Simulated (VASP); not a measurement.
Write the native input for VASP 6.6.1 that does the following.

- Task: single point
- Functional: r2SCAN
- Potentials or basis: VASP PAW PBE potentials, release 64 (O)
- Cutoff: 520 eV
- k mesh: 18 × 18 × 18
- Occupations: methfessel-paxton, width 0.15 eV
- Spin: no spin polarisation
- Dipole correction: no
- Further INCAR settings: ALGO = Normal; EDIFF = 1e-06; NBANDS = 13

Crystal: O.

```xyz
2
Lattice="0.0000 2.1709 2.3337 2.1709 0.0000 2.3337 2.1709 2.1709 0.0000" Properties=species:S:1:pos:R:3 pbc="T T T"
O     1.0854    1.0854    1.1668
O     0.0000    0.0000    0.0000
```

The input as run:

POSCAR

```
O
1.0
    0.0000000000      2.1708564400      2.3336706730
    2.1708564400      0.0000000000      2.3336706730
    2.1708564400      2.1708564400      0.0000000000
O
2
Direct
    0.2500000000      0.2500000000      0.2500000000
    0.0000000000      0.0000000000      0.0000000000
```

INCAR.step1

```
  PREC = Accurate
  ENCUT = 520
  ISMEAR = 1
  SIGMA = 0.15
  LREAL = F
  LASPH = T
  NELM = 100
  NBANDS = 13
  GGA = PE
  ALGO = Normal
  EDIFF = 1E-4
  LWAVE = T
  LCHARG = F
```

INCAR.step2

```
  PREC = Accurate
  ENCUT = 520
  EDIFF = 1E-6
  ISMEAR = 1
  SIGMA = 0.15
  LREAL = F
  LASPH = T
  NELM = 100
  ALGO = Normal
  ISIF = 2
  LWAVE = F
  LCHARG = F
  METAGGA = R2SCAN
  LMIXTAU = T
  NBANDS = 13
  ISTART = 1
```

KPOINTS

```
Automatic mesh
0
Gamma
  18 18 18
```

Potentials or basis: VASP PAW PBE potentials, release 64 (O).

Run with:

```console
$ cat potpaw_PBE.64/O/POTCAR > POTCAR
$ cp INCAR.step1 INCAR
$ mpirun -np 1 vasp_std > vasp.out
$ cp INCAR.step2 INCAR
$ mpirun -np 1 vasp_std > vasp.out
```

It gave:

The pressure is -8.5 GPa and the band gap on the k mesh is zero (bands 6 and 7 overlap by 1.15 eV).

Caveat: the cell stands under tension; the PAW data sets were made with another functional, which shifts forces and pressure a little.

It took 3.5 min on 1 thread of AMD EPYC 9R45 (Zen 5), on a shared host, peak memory 0.18 GiB.
